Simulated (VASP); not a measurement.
# KBr (Fm-3m) in VASP: further runs

Runs on KBr. Level: PBE. Tasks: single point.

Everything below comes from runs of VASP 6.6.1. Logs are shortened: lines on timing, memory, paths and dates and some standing lists are left out, and cuts for length are marked.

### Step 1. The cell of the first run

Symmetry: Fm-3m, No. 225, cubic system. Conventional cell: a = 6.832 Å, b = 6.832 Å, c = 6.832 Å, α = 90.00°, β = 90.00°, γ = 90.00°. Within 4.5 Å of K (site symmetry m-3m) lie 6 Br at 3.42 Å. Br (site symmetry m-3m) has 6 K at 3.42 Å within 4.5 Å.

### Step 2. Single point, PBE (volume scaled by 1.06)

INCAR

```
PREC = Accurate
ENCUT = 520
EDIFF = 1E-6
ISMEAR = 0
SIGMA = 0.02
LREAL = False
LASPH = True
NELM = 80
ALGO = Normal
ISIF = 2
LWAVE = False
LCHARG = False
GGA = PE
NBANDS = 15
```

KPOINTS

```
regular mesh
0
Gamma
  6 6 6
```

POSCAR

```
KBr
1.0
    0.0000000000      3.4161596780      3.4161596780
    3.4161596780      0.0000000000      3.4161596780
    3.4161596780      3.4161596780      0.0000000000
K Br
1 1
Direct
    0.0000000000      0.0000000000      0.0000000000
    0.5000000000      0.5000000000      0.5000000000
```

Potentials or basis: VASP PAW PBE potentials, release 64 (K_sv, Br).

Command:

```console
$ cat potpaw_PBE.64/K_sv/POTCAR potpaw_PBE.64/Br/POTCAR > POTCAR
$ mpirun -np 1 vasp_std > vasp.out
```

OUTCAR:

```text
PREC = Accurate
   ENCUT = 520
   EDIFF = 1E-6
   ISMEAR = 0
   LREAL = False
   LASPH = True
   NELM = 80
   ISIF = 2
   GGA = PE

 ion  position               nearest neighbor table
   1  0.000  0.000  0.000-
   2  0.500  0.500  0.500-

  LATTYP: Found a face centered cubic cell.
 ALAT       =     6.8323193560

  Lattice vectors:

 A1 = (   0.0000000000,   3.4161596780,   3.4161596780)
 A2 = (   3.4161596780,   0.0000000000,   3.4161596780)
 A3 = (   3.4161596780,   3.4161596780,   0.0000000000)

Analysis of symmetry for initial positions (statically):
=====================================================================
 Subroutine PRICEL returns:
 Original cell was already a primitive cell.

 Routine SETGRP: Setting up the symmetry group for a
 face centered cubic supercell.

 Subroutine GETGRP returns: Found 48 space group operations
 (whereof 48 operations were pure point group operations)
 out of a pool of 48 trial point group operations.

The static configuration has the point symmetry O_h .

Analysis of symmetry for dynamics (positions and initial velocities):
=====================================================================
 Subroutine PRICEL returns:
 Original cell was already a primitive cell.

 Routine SETGRP: Setting up the symmetry group for a
 face centered cubic supercell.

 Subroutine GETGRP returns: Found 48 space group operations
 (whereof 48 operations were pure point group operations)
 out of a pool of 48 trial point group operations.

The dynamic configuration has the point symmetry O_h .

 Subroutine INISYM returns: Found 48 space group operations
 (whereof 48 operations are pure point group operations),
 and found     1 'primitive' translations

----------------------------------------------------------------------------------------

                                     Primitive cell

  volume of cell :      79.7342

  direct lattice vectors                    reciprocal lattice vectors
     0.000000000  3.416159678  3.416159678    -0.146363182  0.146363182  0.146363182
     3.416159678  0.000000000  3.416159678     0.146363182 -0.146363182  0.146363182
     3.416159678  3.416159678  0.000000000     0.146363182  0.146363182 -0.146363182

  length of vectors
     4.831179348  4.831179348  4.831179348     0.253508467  0.253508467  0.253508467

[... 78 lines left out ...]
   ISYM   =      2    0-nonsym 1-usesym 2-fastsym
   POTIM  = 0.5000    time-step for ionic-motion
   TEBEG  =    0.0;   TEEND  =   0.0 temperature during run
   PSTRESS=    0.0 pullay stress
   NELECT =      16.0000    total number of electrons
   NUPDOWN=      -1.0000    fix difference up-down
   EMIN   =  10.00;   EMAX   =-10.00  energy-range for DOS
   EFERMI =   0.00;   METHOD = LEGACY
   ISMEAR =     0;   SIGMA  =   0.02  broadening in eV -4-tet -1-fermi 0-gaus
   EFERMI_NEDOS =   21; number of points for ismear=-14 and -15
   IALGO  =     38    algorithm
   IMIX   =      4    mixing-type and parameters
     AMIX     =   0.40;   BMIX     =  1.00
     AMIX_MAG =   1.60;   BMIX_MAG =  1.00
  volume/ion in A,a.u.               =      39.87       269.04
  Fermi-wavevector in a.u.,A,eV,Ry     =   0.958444  1.811196 12.498510  0.918615
  Thomas-Fermi vector in A             =   2.087552
   LORBIT       =      0    0 simple, 1 ext, 2 COOP (PROOUT), +10 PAW based schemes
   GGA     = PE    functional components
   LHFCALC =     F    Hartree Fock is set to
   AEXX    =    0.0000 exact exchange contribution
   IVDW    =     0    specifies the selected vdW correction
   LEPSILON=     F    determine dielectric tensor
   LRPA    =     F    only Hartree local field effects (RPA)
 non-spin polarized calculation
 Gauss-broadening in eV      SIGMA  =   0.02
  energy-cutoff  :      520.00
  volume of cell :       79.73
 maximum number of plane-waves:      2168
   NGX = 17   NGY = 17   NGZ = 17

 number of electron      16.0000002 magnetization

 Free energy of the ion-electron system (eV)
  ---------------------------------------------------
  ext. energy  EPLUGINS =         0.00000000
  ---------------------------------------------------
  free energy    TOTEN  =        -6.21513189 eV

  energy without entropy =       -6.21513189  energy(sigma->0) =       -6.21513189

 E-fermi :  -1.9233     XC(G=0):  -6.9656

 val. band max:       -2.1198132067   @ k =   0.0000   0.0000   0.0000
 cond. band min:       2.0515111066   @ k =   0.0000   0.0000   0.0000
 fundamental gap:      4.1713243134
 Fermi energy:        -1.9233478135

 k-point     1 :       0.0000    0.0000    0.0000
  band No.  band energies     occupation
      1     -30.1375      2.00000
      2     -14.2980      2.00000
      3     -13.6068      2.00000
      4     -13.6068      2.00000
      5     -13.6068      2.00000
      6      -2.1198      2.00000
      7      -2.1198      2.00000
      8      -2.1198      2.00000
      9       2.0515      0.00000
     10       5.4420      0.00000
     11       5.4420      0.00000
     12       5.4420      0.00000
     13       6.2029      0.00000
     14       6.2029      0.00000
[... 257 lines left out ...]
      2     -14.2924      2.00000
      3     -13.6560      2.00000
      4     -13.6387      2.00000
      5     -13.5471      2.00000
      6      -2.7314      2.00000
      7      -2.5126      2.00000
      8      -2.5057      2.00000
      9       4.4600      0.00000
     10       5.3802      0.00000
     11       5.8938      0.00000
     12       6.7156      0.00000
     13       7.5785      0.00000
     14       8.3158      0.00000
     15       8.6852      0.00000

------------------------ aborting loop because EDIFF is reached ----------------------------------------

  FORCE on cell =-STRESS in cart. coord.  units (eV):
  Direction    XX          YY          ZZ          XY          YZ          ZX
  --------------------------------------------------------------------------------------
  -------------------------------------------------------------------------------------
  Total       -0.3193262     -0.3193262     -0.3193262     -0.0000000     -0.0000000      0.0000000
  in kB       -6.4165355     -6.4165355     -6.4165355     -0.0000000     -0.0000000      0.0000000
  external PRESSURE =      -6.4165355 kB  Pullay stress =       0.0000000 kB

 VOLUME and BASIS-vectors are now :
 -----------------------------------------------------------------------------
  energy-cutoff  :      520.00
  volume of cell :       79.73
      direct lattice vectors                 reciprocal lattice vectors
     0.000000000  3.416159678  3.416159678    -0.146363182  0.146363182  0.146363182
     3.416159678  0.000000000  3.416159678     0.146363182 -0.146363182  0.146363182
     3.416159678  3.416159678  0.000000000     0.146363182  0.146363182 -0.146363182

 POSITION                                       TOTAL-FORCE (eV/Angst)
 -----------------------------------------------------------------------------------
      0.00000      0.00000      0.00000         0.000000     -0.000000     -0.000000
      3.41616      3.41616      3.41616        -0.000000      0.000000      0.000000
 -----------------------------------------------------------------------------------
    total drift:                                0.000000      0.000000      0.000000

  FREE ENERGIE OF THE ION-ELECTRON SYSTEM (eV)
  ---------------------------------------------------
  free  energy   TOTEN  =        -6.2151318895 eV

  energy  without entropy=       -6.2151318895  energy(sigma->0) =       -6.21513189
```

OSZICAR:

```text
N       E                     dE             d eps       ncg     rms          rms(c)
DAV:   1     0.976805117189E+02    0.97681E+02   -0.67080E+03   480   0.925E+02
DAV:   2     0.242520001748E-01   -0.97656E+02   -0.91320E+02   648   0.223E+02
DAV:   3    -0.613107619016E+01   -0.61553E+01   -0.61264E+01   634   0.495E+01
DAV:   4    -0.641400736115E+01   -0.28293E+00   -0.28281E+00   773   0.892E+00
DAV:   5    -0.641593568535E+01   -0.19283E-02   -0.19283E-02   655   0.893E-01    0.266E+00
DAV:   6    -0.621853623342E+01    0.19740E+00   -0.24746E-01   606   0.226E+00    0.191E+00
DAV:   7    -0.620337459112E+01    0.15162E-01   -0.11614E-01   634   0.176E+00    0.929E-01
DAV:   8    -0.621390386918E+01   -0.10529E-01   -0.14773E-02   578   0.823E-01    0.118E-01
DAV:   9    -0.621479280544E+01   -0.88894E-03   -0.99471E-04   655   0.193E-01    0.820E-02
DAV:  10    -0.621511722129E+01   -0.32442E-03   -0.33877E-04   515   0.111E-01    0.135E-02
DAV:  11    -0.621512859092E+01   -0.11370E-04   -0.24620E-05   674   0.266E-02    0.459E-03
DAV:  12    -0.621513165336E+01   -0.30624E-05   -0.42851E-06   528   0.142E-02    0.290E-03
DAV:  13    -0.621513188948E+01   -0.23612E-06   -0.34018E-07   527   0.323E-03
   1 F= -.62151319E+01 E0= -.62151319E+01  d E =-.193693E-45
```

Run time: 8.9 s. Hardware: 1 thread of Intel Xeon 6975P-C (Granite Rapids), shared host; peak memory 0.2 GiB.

What came out:

| Quantity | Value |
| --- | --- |
| Free energy | -6.2151 eV |
| Pressure | -0.6 GPa |
| Band gap on the k mesh | 4.17 eV, direct |

### Step 3. Single point, PBE (volume scaled by 1.10)

INCAR

```
SYSTEM = KBr
ALGO = Normal
EDIFF = 1E-7
ENCUT = 520
GGA = PE
ISIF = 2
ISMEAR = 0
LASPH = .TRUE.
LCHARG = .FALSE.
LREAL = .FALSE.
LWAVE = .FALSE.
NBANDS = 15
NELM = 100
PREC = Accurate
SIGMA = 0.02
```

KPOINTS

```
k-points
0
G
  6 6 6
  0 0 0
```

POSCAR

```
KBr
1.0
    0.0000000000      3.4586007839      3.4586007839
    3.4586007839      0.0000000000      3.4586007839
    3.4586007839      3.4586007839      0.0000000000
K Br
1 1
Direct
    0.0000000000      0.0000000000      0.0000000000
    0.5000000000      0.5000000000      0.5000000000
```

Potentials or basis: VASP PAW PBE potentials, release 64 (K_sv, Br).

Command:

```console
$ cat potpaw_PBE.64/K_sv/POTCAR potpaw_PBE.64/Br/POTCAR > POTCAR
$ mpirun -np 1 vasp_std > vasp.out
```

Run time: 9.1 s. Hardware: 1 thread of Intel Xeon 6975P-C (Granite Rapids), shared host; peak memory 0.2 GiB.

The run converged. Its results:

* Free energy: -6.1999 eV
* Pressure: -1.0 GPa
* Band gap on the k mesh: 4.09 eV, direct

Levels at points of the mesh, in eV from the valence-band top:
```tsv
k point	band 6	band 7	band 8	band 9	band 10	band 11
(0.00, 0.00, 0.00)	0.00	0.00	0.00	4.09	7.54	7.54
(0.50, 0.00, 0.00)	-0.93	-0.24	-0.24	6.28	7.68	9.36
(0.50, 0.50, 0.00)	-0.67	-0.24	-0.24	5.97	6.69	8.75
```
